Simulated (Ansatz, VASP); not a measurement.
# Ge: VASP beside Ansatz

File INCAR:

```
SYSTEM = Ge
PREC = Accurate
ENCUT = 520
EDIFF = 1E-8
ISMEAR = -1
SIGMA = 0.05
LREAL = .False.
LASPH = .True.
NELM = 100
ALGO = Normal
ISIF = 2
LWAVE = .False.
LCHARG = .False.
GGA = PE
LEFG = .True.
NBANDS = 13
```

Contents of KPOINTS:

```
Automatic mesh
0
Gamma
  13 13 13
  0 0 0
```

POSCAR

```
Ge
1.0
    2.7326463164      0.0000000000      0.0000000000
    0.0000000000      2.7326463164      0.0000000000
    0.0000000000      0.0000000000      2.6713929211
Ge
1
Direct
    0.0000000000      0.0000000000      0.0000000000
```

Input for Ansatz:

```yaml
crystal:
  lattice:
    - [2.7326463164, 0.0, 0.0]
    - [0.0, 2.7326463164, 0.0]
    - [0.0, 0.0, 2.6713929211]
  atoms:
    - { symbol: Ge, position: [0.0, 0.0, 0.0] }
kpoints:
  mp_grid: { grid: [13, 13, 13] }
scf:
  occupations: { method: fermi_dirac, width: 0.05 }
hamiltonian:
  xc: pbe
  pseudopotentials: { kind: all_electron, datasets: crystal }
output:
  forces: true
  stress: true
  eigenvalues: true
  efg: { contact_densities: true }
```

Change from the starting cell: z stretched by -1.5 % at fixed volume, crystal datasets.

Alike in both runs: task electric field gradients; functional PBE; k mesh 13 × 13 × 13; occupations fermi-dirac, width 0.05 eV; no spin polarisation.

|  | VASP | Ansatz |
| --- | --- | --- |
| version | VASP 6.6.1 | Ansatz 0.2.0 |
| potentials or method | VASP PAW PBE potentials, release 64 (Ge_d), cutoff 520 eV | all-electron PAW with datasets made for the crystal, scalar-relativistic |

Ansatz gave:

```
pressure (GPa)                                                : 0.1
traceless stress, the component that is largest in VASP (GPa) : 1.95
size of Vzz on the site where it differs most (V/Å²)          : 14.6
```

Problem. Estimate VASP's values.

Solution. Pressure (GPa): 0.1; traceless stress, the component that is largest in VASP (GPa): 1.94; size of Vzz on the site where it differs most (V/Å²): 14.4.

Ansatz ran all-electron here, and VASP with PAW potentials.
